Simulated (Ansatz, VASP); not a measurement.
**WS2 in VASP and in Ansatz**

```
W S
1.0
     1.57380    0.90864    6.37046
    -1.57380    0.90864    6.37046
     0.00000   -1.81727    6.37046
W S
1 2
Direct
  0.01174 0.99548 0.97754
  0.74176 0.74989 0.75886
  0.57780 0.58593 0.59490
```

Alike in both runs: task single point; functional PBEsol; k mesh 12 × 12 × 12; occupations tetrahedron; no spin polarisation.

|  | VASP | Ansatz |
| --- | --- | --- |
| version | VASP 6.6.1 | Ansatz 0.2.0 |
| potentials or method | VASP PAW PBE potentials, release 64 (W_sv, S), cutoff 520 eV | scalar-relativistic, plane waves, PAW |
| valence electrons in the cell | 26 | 26 |

|  | VASP | Ansatz | Ansatz less VASP |
| --- | --- | --- | --- |
| gap on the k mesh at the Fermi level (eV) | 0.79 | 0.77 | -0.016 |
| pressure (GPa) | 2.1 | 2.0 | -0.11 |
| traceless stress, the component that is largest in VASP (GPa) | 1.92 | 1.93 | +0.005 |
| rms of the force components (eV/Å) | 1.874 | 1.869 | -0.0059 |

VASP's potentials were made for PBE, not for PBEsol. Atom by atom the forces differ by 0.011 eV/Å (rms over components). Ansatz's warnings: band table not solved further, tetrahedron derivatives may miss energy slope.

Spin-orbit coupling is off throughout.
